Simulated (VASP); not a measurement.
# HfC3 (P6_3/mmc) in VASP: relaxation of cell and atoms with PBE

Aim: the relaxation of cell and atoms of HfC3 with PBE.

Everything below comes from runs of VASP 6.6.1. Logs are shortened: lines on timing, memory, paths and dates and some standing lists are left out, and cuts for length are marked.

### 1 The cell of the first run

Symmetry: P6_3/mmc, No. 194, hexagonal system. The conventional cell has a = 4.451 Å, b = 4.451 Å, c = 5.144 Å, α = 90.00°, β = 90.00°, γ = 120.00°. Within 3.2 Å of Hf (site symmetry -6m2) lie 12 C at 2.27 to 3.10 Å. C (site symmetry mm2) has 2 C at 1.45 Å within 1.9 Å.

### 2 Relaxation of cell and atoms, PBE

File INCAR:

```
  ALGO = Fast
  EDIFF = 1E-6
  EDIFFG = -0.01
  ENCUT = 600
  GGA = PE
  IBRION = 2
  ISIF = 3
  ISMEAR = 0
  LASPH = T
  LCHARG = F
  LREAL = F
  LWAVE = F
  NELM = 60
  NSW = 100
  PREC = Accurate
  SIGMA = 0.1
```

File KPOINTS:

```
k-points
0
Gamma
  12 12 8
```

File POSCAR:

```
HfC3
1.0
    4.4511105903      0.0000000000      0.0000000000
   -2.2255552951      3.8547748462      0.0000000000
    0.0000000000      0.0000000000      5.1439377770
Hf C
2 6
Direct
    0.3333333333      0.6666666667      0.2500000000
    0.6666666667      0.3333333333      0.7500000000
    0.8915495783      0.7830991565      0.2500000000
    0.1084504217      0.8915495783      0.7500000000
    0.2169008435      0.1084504217      0.2500000000
    0.1084504217      0.2169008435      0.7500000000
    0.8915495783      0.1084504217      0.2500000000
    0.7830991565      0.8915495783      0.7500000000
```

Potentials or basis: VASP PAW PBE potentials, release 64 (Hf_pv, C).

On the command line:

```sh
> cat potpaw_PBE.64/Hf_pv/POTCAR potpaw_PBE.64/C/POTCAR > POTCAR
> mpirun -np 1 vasp_std > vasp.out
```

OUTCAR:

```text
EDIFF = 1E-6
   EDIFFG = -0.01
   ENCUT = 600
   GGA = PE
   IBRION = 2
   ISIF = 3
   ISMEAR = 0
   LASPH = T
   LREAL = F
   NELM = 60
   NSW = 100
   PREC = Accurate

 ion  position               nearest neighbor table
   1  0.333  0.667  0.250-   5 2.27   3 2.27   7 2.27   7 2.27   5 2.27   3 2.27   2 3.64   2 3.64
                             2 3.64   2 3.64   2 3.64   2 3.64
   2  0.667  0.333  0.750-   8 2.27   6 2.27   4 2.27   4 2.27   8 2.27   6 2.27   1 3.64   1 3.64
                             1 3.64   1 3.64   1 3.64   1 3.64
   3  0.892  0.783  0.250-   7 1.45   5 1.45   1 2.27   1 2.27
   4  0.108  0.892  0.750-   6 1.45   8 1.45   2 2.27   2 2.27
   5  0.217  0.108  0.250-   3 1.45   7 1.45   1 2.27   1 2.27
   6  0.108  0.217  0.750-   4 1.45   8 1.45   2 2.27   2 2.27
   7  0.892  0.108  0.250-   3 1.45   5 1.45   1 2.27   1 2.27
   8  0.783  0.892  0.750-   6 1.45   4 1.45   2 2.27   2 2.27

  LATTYP: Found a hexagonal cell.
 ALAT       =     4.4511105903
 C/A-ratio  =     1.1556526563

  Lattice vectors:

 A1 = (   4.4511105903,   0.0000000000,   0.0000000000)
 A2 = (  -2.2255552951,   3.8547748462,   0.0000000000)
 A3 = (   0.0000000000,   0.0000000000,   5.1439377770)

Analysis of symmetry for initial positions (statically):
=====================================================================
 Subroutine PRICEL returns:
 Original cell was already a primitive cell.

 Routine SETGRP: Setting up the symmetry group for a
 hexagonal supercell.

 Subroutine GETGRP returns: Found 24 space group operations
 (whereof 12 operations were pure point group operations)
 out of a pool of 24 trial point group operations.

The static configuration has the point symmetry D_3d.
 The point group associated with its full space group is D_6h.

Analysis of symmetry for dynamics (positions and initial velocities):
=====================================================================
 Subroutine PRICEL returns:
 Original cell was already a primitive cell.

 Routine SETGRP: Setting up the symmetry group for a
 hexagonal supercell.

 Subroutine GETGRP returns: Found 24 space group operations
 (whereof 12 operations were pure point group operations)
 out of a pool of 24 trial point group operations.

The dynamic configuration has the point symmetry D_3d.
 The point group associated with its full space group is D_6h.

 Subroutine INISYM returns: Found 24 space group operations
 (whereof 12 operations are pure point group operations),
 and found     1 'primitive' translations

----------------------------------------------------------------------------------------

                                     Primitive cell

  volume of cell :      88.2598

  direct lattice vectors                    reciprocal lattice vectors
     4.451110590  0.000000000  0.000000000     0.224663032  0.129709262  0.000000000
    -2.225555295  3.854774846  0.000000000     0.000000000  0.259418524  0.000000000
     0.000000000  0.000000000  5.143937777     0.000000000  0.000000000  0.194403596

  length of vectors
     4.451110590  4.451110590  5.143937777     0.259418524  0.259418524  0.194403596

  position of ions in fractional coordinates (direct lattice)
     0.333333333  0.666666667  0.250000000
     0.666666667  0.333333333  0.750000000
     0.891549578  0.783099157  0.250000000
     0.108450422  0.891549578  0.750000000
     0.216900843  0.108450422  0.250000000
     0.108450422  0.216900843  0.750000000
     0.891549578  0.108450422  0.250000000
     0.783099157  0.891549578  0.750000000

  ion indices of the primitive-cell ions
   primitive index   ion index
                 1           1
                 2           2
                 3           3
                 4           4
                 5           5
                 6           6
                 7           7
                 8           8

----------------------------------------------------------------------------------------

 KPOINTS: k-points

Automatic generation of k-mesh.
 Grid dimensions read from file:
 generate k-points for:   12   12    8

 Generating k-lattice:

  Cartesian coordinates                     Fractional coordinates (reciprocal lattice)
     0.018721919  0.010809105  0.000000000     0.083333333  0.000000000  0.000000000
     0.000000000  0.021618210  0.000000000     0.000000000  0.083333333  0.000000000
     0.000000000  0.000000000  0.024300449     0.000000000  0.000000000  0.125000000

  Length of vectors
     0.021618210  0.021618210  0.024300449

  Shift w.r.t. Gamma in fractional coordinates (k-lattice)
     0.000000000  0.000000000  0.000000000

 Subroutine IBZKPT returns following result:
 ===========================================

 Found     95 irreducible k-points:

 Following reciprocal coordinates:
            Coordinates               Weight
  0.000000  0.000000  0.000000      1.000000
  0.083333  0.000000  0.000000      6.000000
  0.166667 -0.000000  0.000000      6.000000
  0.250000  0.000000  0.000000      6.000000
  0.333333  0.000000  0.000000      6.000000
  0.416667  0.000000  0.000000      6.000000
[... 16 lines left out ...]
  0.250000  0.000000  0.125000     12.000000
  0.333333  0.000000  0.125000     12.000000
 [... further k-points ...]
   k-points           NKPTS =     95   k-points in BZ     NKDIM =     95   number of bands    NBANDS=     27
   number of dos      NEDOS =    301   number of ions     NIONS =      8
   total plane-waves  NPLWV =  54432
   dimension x,y,z NGX =    36 NGY =   36 NGZ =   42
   dimension x,y,z NGXF=    72 NGYF=   72 NGZF=   84
   ions per type =               2   6
   NGX,Y,Z   is equivalent  to a cutoff of  13.45, 13.45, 13.57 a.u.
   NGXF,Y,Z  is equivalent  to a cutoff of  26.89, 26.89, 27.15 a.u.
 SYSTEM =  unknown system
   PREC   = accura    normal or accurate (medium, high low for compatibility)
   ISTART =      0    job   : 0-new  1-cont  2-samecut
   ICHARG =      2    charge: 1-file 2-atom 10-const
   ISPIN  =      1    spin polarized calculation?
   LNONCOLLINEAR =      F non collinear calculations
   LSORBIT =      F    spin-orbit coupling
   LASPH  =      T    aspherical Exc in radial PAW
   ENCUT  =  600.0 eV  44.10 Ry    6.64 a.u.   8.89  8.89 10.27*2*pi/ulx,y,z
   NELM   =     60;   NELMIN=  2; NELMDL= -5     # of ELM steps
   EDIFF  = 0.1E-05   stopping-criterion for ELM
   LREAL  =      F    real-space projection
   EDIFFG = -.1E-01   stopping-criterion for IOM
   NSW    =    100    number of steps for IOM
   IBRION =      2    ionic relax: 0-MD 1-quasi-New 2-CG
   NFREE  =      1    steps in history (QN), initial steepest desc. (CG)
   ISIF   =      3    stress and relaxation
   ISYM   =      2    0-nonsym 1-usesym 2-fastsym
   POTIM  = 0.5000    time-step for ionic-motion
   TEBEG  =    0.0;   TEEND  =   0.0 temperature during run
   PSTRESS=    0.0 pullay stress
   NELECT =      44.0000    total number of electrons
   NUPDOWN=      -1.0000    fix difference up-down
   EMIN   =  10.00;   EMAX   =-10.00  energy-range for DOS
   EFERMI =   0.00;   METHOD = LEGACY
   ISMEAR =     0;   SIGMA  =   0.10  broadening in eV -4-tet -1-fermi 0-gaus
   EFERMI_NEDOS =   21; number of points for ismear=-14 and -15
   IALGO  =     68    algorithm
   IMIX   =      4    mixing-type and parameters
     AMIX     =   0.40;   BMIX     =  1.00
     AMIX_MAG =   1.60;   BMIX_MAG =  1.00
  volume/ion in A,a.u.               =      11.03        74.45
  Fermi-wavevector in a.u.,A,eV,Ry     =   1.298090  2.453034 22.926317  1.685037
  Thomas-Fermi vector in A             =   2.429440
   LORBIT       =      0    0 simple, 1 ext, 2 COOP (PROOUT), +10 PAW based schemes
   GGA     = PE    functional components
   LHFCALC =     F    Hartree Fock is set to
   AEXX    =    0.0000 exact exchange contribution
   IVDW    =     0    specifies the selected vdW correction
   LEPSILON=     F    determine dielectric tensor
   LRPA    =     F    only Hartree local field effects (RPA)
 conjugate gradient relaxation of ions
 non-spin polarized calculation
 RMM-DIIS sequential band-by-band and
 Gauss-broadening in eV      SIGMA  =   0.10
  energy-cutoff  :      600.00
  volume of cell :       88.26
 maximum number of plane-waves:      3003
 NGX is ok and might be reduce to    36
   NGX = 17   NGY = 17   NGZ = 21

--------------------------------------- Ionic step        1  -------------------------------------------

 number of electron      44.0000000 magnetization

 Free energy of the ion-electron system (eV)
  ---------------------------------------------------
  ext. energy  EPLUGINS =         0.00000000
  ---------------------------------------------------
  free energy    TOTEN  =       -68.94091782 eV

  energy without entropy =      -68.93750164  energy(sigma->0) =      -68.93920973

------------------------ aborting loop because EDIFF is reached ----------------------------------------

  FORCE on cell =-STRESS in cart. coord.  units (eV):
  Direction    XX          YY          ZZ          XY          YZ          ZX
  --------------------------------------------------------------------------------------
  -------------------------------------------------------------------------------------
  Total       -0.6322078     -0.6322078      0.4542665     -0.0000000      0.0000000      0.0000000
  in kB      -11.4764433    -11.4764433      8.2462813     -0.0000000      0.0000000      0.0000000
  external PRESSURE =      -4.9022018 kB  Pullay stress =       0.0000000 kB
[... 279 lines left out ...]
  energy  without entropy=      -68.9402256461  energy(sigma->0) =      -68.94195665

--------------------------------------- Ionic step        8  -------------------------------------------

 number of electron      44.0000001 magnetization

 Free energy of the ion-electron system (eV)
  ---------------------------------------------------
  ext. energy  EPLUGINS =         0.00000000
  ---------------------------------------------------
  free energy    TOTEN  =       -68.94377340 eV

  energy without entropy =      -68.94031709  energy(sigma->0) =      -68.94204525

 E-fermi :   5.8629     XC(G=0): -11.5331

 val. band max:        5.8337034862   @ k =   0.0833   0.0833   0.3750
 cond. band min:       5.8680558180   @ k =   0.1667  -0.0000   0.3750
 fundamental gap:      0.0343523318
 Fermi energy:         5.8628995674

 k-point     1 :       0.0000    0.0000    0.0000
  band No.  band energies     occupation
      1     -25.7112      2.00000
      2     -25.5740      2.00000
      3     -25.5712      2.00000
      4     -25.5712      2.00000
      5     -25.5202      2.00000
      6     -25.5202      2.00000
[... 709 lines left out ...]
     26       8.3959      0.00000
     27       9.2622      0.00000

 [... further k-points ...]
[... 5 lines left out ...]
  --------------------------------------------------------------------------------------
  -------------------------------------------------------------------------------------
  Total       -0.0036048     -0.0036048     -0.0124446     -0.0000000     -0.0000000      0.0000000
  in kB       -0.0654424     -0.0654424     -0.2259227     -0.0000000     -0.0000000      0.0000000
  external PRESSURE =      -0.1189358 kB  Pullay stress =       0.0000000 kB
[... 23 lines left out ...]
  FREE ENERGIE OF THE ION-ELECTRON SYSTEM (eV)
  ---------------------------------------------------
  free  energy   TOTEN  =       -68.9437733999 eV

  energy  without entropy=      -68.9403170947  energy(sigma->0) =      -68.94204525

 reached required accuracy - stopping structural energy minimisation
```

Run time: 23 min. Hardware: 1 thread of Oxide Virtual Turin-like, shared host; peak memory 0.37 GiB.

Results:

```yaml
Free_energy: -68.9438 eV
Energy_gained_by_relaxing: 0.4 meV/atom
Ionic_steps: 8
Pressure_after_relaxing: 0.0 GPa
Band_gap_on_the_k_mesh: zero (bands 22 and 23 overlap by 2.14 eV)
```

Step by step:
```
step  energy change (eV)  largest force (eV/Å)  pressure (GPa)  volume (Å³)
   1              0.0000                0.0954           -0.49        88.26
   2             -0.0013                0.0773            0.73        87.83
   3             -0.0026                0.0056            0.21        88.00
   4             -0.0028                0.0091            0.05        88.16
   5             -0.0029                0.0103           -0.04        88.25
   6             -0.0029                0.0105           -0.04        88.26
   7             -0.0028                0.0441            0.15        88.24
   8             -0.0029                0.0004           -0.01        88.25
```

Final structure:
```cif
data_structure
_symmetry_space_group_name_H-M 'P 1'
_symmetry_Int_Tables_number 1
_cell_length_a 4.4423
_cell_length_b 4.4423
_cell_length_c 5.1640
_cell_angle_alpha 90.000
_cell_angle_beta 90.000
_cell_angle_gamma 120.000
_cell_volume 88.25
loop_
_atom_site_label
_atom_site_type_symbol
_atom_site_fract_x
_atom_site_fract_y
_atom_site_fract_z
_atom_site_occupancy
Hf1 Hf 0.33333 0.66667 0.25000 1
Hf2 Hf 0.66667 0.33333 0.75000 1
C1 C 0.89123 0.78245 0.25000 1
C2 C 0.10877 0.89123 0.75000 1
C3 C 0.21755 0.10877 0.25000 1
C4 C 0.10877 0.21755 0.75000 1
C5 C 0.89123 0.10877 0.25000 1
C6 C 0.78245 0.89123 0.75000 1
```

Levels at points of the mesh, in eV from the Fermi level:
| k point | band 18 | band 19 | band 20 | band 21 | band 22 | band 23 | band 24 | band 25 | band 26 | band 27 |
| --- | --- | --- | --- | --- | --- | --- | --- | --- | --- | --- |
| (0.00, 0.00, 0.00) | -2.17 | -2.17 | -2.16 | -1.10 | -1.10 | 0.01 | 0.01 | 1.43 | 3.82 | 4.63 |
| (0.50, 0.00, 0.00) | -3.09 | -2.78 | -2.73 | -2.67 | -1.88 | 1.28 | 1.90 | 2.36 | 2.96 | 2.97 |
| (0.00, 0.00, 0.50) | -3.11 | -3.11 | -3.11 | 1.44 | 1.44 | 1.44 | 1.44 | 1.65 | 1.65 | 2.58 |
| (0.50, 0.00, 0.50) | -3.29 | -3.21 | -3.21 | -1.25 | -1.25 | 0.30 | 0.30 | 2.36 | 2.36 | 3.70 |

Caveat: spin-orbit coupling is left out, which moves the levels of the heavy elements.

The gap in the log of VASP goes by the Fermi energy; the results here count the filled bands.